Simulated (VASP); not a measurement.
A run of VASP 6.6.1 is set up as follows.

The input INCAR:

```
SYSTEM = Zn
ALGO     = Fast           ! electronic algorithm
EDIFF    = 1E-6           ! SCF threshold, eV
ENCUT    = 520            ! plane-wave cutoff, eV
GGA      = PE             ! functional
ISIF     = 2              ! what is computed and relaxed
ISMEAR   = 0              ! smearing method
LASPH    = .True.         ! aspherical terms in the spheres
LCHARG   = .False.        ! write CHGCAR
LREAL    = .False.        ! projectors in reciprocal space
LWAVE    = .False.        ! write WAVECAR
NBANDS   = 12             ! bands
NELM     = 80             ! most SCF steps
PREC     = Accurate       ! precision mode
SIGMA    = 0.15           ! smearing width, eV
```

Contents of KPOINTS:

```
k-points
0
Gamma
  22 22 22
  0 0 0
```

POSCAR

```
Zn
1.0
   -0.2471354367      1.8134713173      1.8134713173
    1.8134713173     -0.2471354367      1.8134713173
    1.8134713173      1.8134713173     -0.2471354367
Zn
1
Direct
    0.0000000000      0.0000000000      0.0000000000
```

Potentials or basis: VASP PAW PBE potentials, release 64 (Zn).

The run is started by

```bash
$ cat potpaw_PBE.64/Zn/POTCAR > POTCAR
$ mpirun -np 1 vasp_std > vasp.out
```

Estimate the pressure.

8.3 GPa.

Estimate the band gap on the k mesh.

zero (bands 6 and 7 overlap by 4.06 eV).

Stress tensor (GPa, compression positive):
```
8.34 4.34 4.34
4.34 8.34 4.34
4.34 4.34 8.34
```

Caveat: the cell stands under pressure.
